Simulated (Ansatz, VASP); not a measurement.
**Two plane-wave programs on WC**

```
W C
1.0
     2.96483    0.00000    0.00000
    -1.48242    2.56762    0.00000
     0.00000    0.00000    3.06149
W C
1 1
Direct
  0.00000 0.00000 0.08837
  0.66667 0.33333 0.41163
```

Alike in both runs: task single point; functional PBEsol; k mesh 18 × 18 × 14; occupations gaussian, width 0.1 eV; no spin polarisation.

|  | VASP | Ansatz |
| --- | --- | --- |
| version | VASP 6.6.1 | Ansatz 0.2.0 |
| potentials or method | VASP PAW PBE potentials, release 64 (W_sv, C), cutoff 520 eV | scalar-relativistic, plane waves, PAW |
| valence electrons in the cell | 18 | 18 |

```csv
,VASP,Ansatz,Ansatz less VASP
gap on the k mesh at the Fermi level (eV),none,none,-
pressure (GPa),5.5,4.4,-1.07
"traceless stress, the component that is largest in VASP (GPa)",-14.81,-14.60,+0.207
rms of the force components (eV/Å),2.895,2.853,-0.0420
```

VASP's potentials were made for PBE, not for PBEsol. Atom by atom the forces differ by 0.042 eV/Å (rms over components). A gap of «none» marks a metal or a gap that the smearing closes. With one functional, cell and mesh, what is left measures potentials, basis and numerics.

Neither program's run includes spin-orbit coupling.
